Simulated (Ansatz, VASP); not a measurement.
# I in VASP and in Ansatz

Contents of INCAR:

```
PREC = Accurate
ENCUT = 520
EDIFF = 1E-7
ISMEAR = 0
SIGMA = 0.1
LREAL = F
LASPH = T
NELM = 150
ALGO = Normal
ISIF = 2
LWAVE = F
LCHARG = F
ISPIN = 2
MAGMOM = -1
LORBIT = 11
GGA = PE
IVDW = 12
NBANDS = 14
```

Contents of KPOINTS:

```
regular mesh
0
Gamma
  6 6 6
```

Contents of POSCAR:

```
I
1.0
   -2.0893754423      2.0893754423      2.0893754423
    2.0893754423     -2.0893754423      2.0893754423
    2.0893754423      2.0893754423     -2.0893754423
I
1
Direct
    0.0000000000      0.0000000000      0.0000000000
```

Input for Ansatz:

```yaml
crystal:
  lattice:
    - [-2.0893754423, 2.0893754423, 2.0893754423]
    - [2.0893754423, -2.0893754423, 2.0893754423]
    - [2.0893754423, 2.0893754423, -2.0893754423]
  atoms:
    - { symbol: I, position: [0.0, 0.0, 0.0], spin: -1.0 }
basis:
  ecutwfc: 420
kpoints:
  mp_grid: { grid: [6, 6, 6] }
hamiltonian:
  xc: pbe
  dispersion: d3bj
scf:
  occupations: { method: gaussian, width: 0.1 }
  lower_state_search: "off"
output:
  forces: true
  stress: true
  eigenvalues: true
  populations: true
magnetization:
  spin_polarized: true
```

Alike in both runs: task single point; functional PBE; dispersion D3(BJ); k mesh 6 × 6 × 6; occupations gaussian, width 0.1 eV; collinear spin.

|  | VASP | Ansatz |
| --- | --- | --- |
| version | VASP 6.6.1 | Ansatz 0.2.0 |
| potentials or method | VASP PAW PBE potentials, release 64 (I), cutoff 520 eV | scalar-relativistic, plane waves, PAW |
| valence electrons in the cell | 7 | 17 |

|  | VASP | Ansatz | Ansatz less VASP |
| --- | --- | --- | --- |
| gap on the k mesh at the Fermi level (eV) | none | none | - |
| pressure (GPa) | -2.1 | -2.1 | +0.02 |
| net moment per atom (μB) | 0.00 | 0.00 | 0.000 |

A gap of «none» marks a metal or a gap that the smearing closes. VASP's potentials hold 7 valence electrons a cell and Ansatz's 17, so a difference there can come from the potentials and not from the codes. Ansatz's warnings: seeded moment not kept.

Spin-orbit coupling is off throughout.
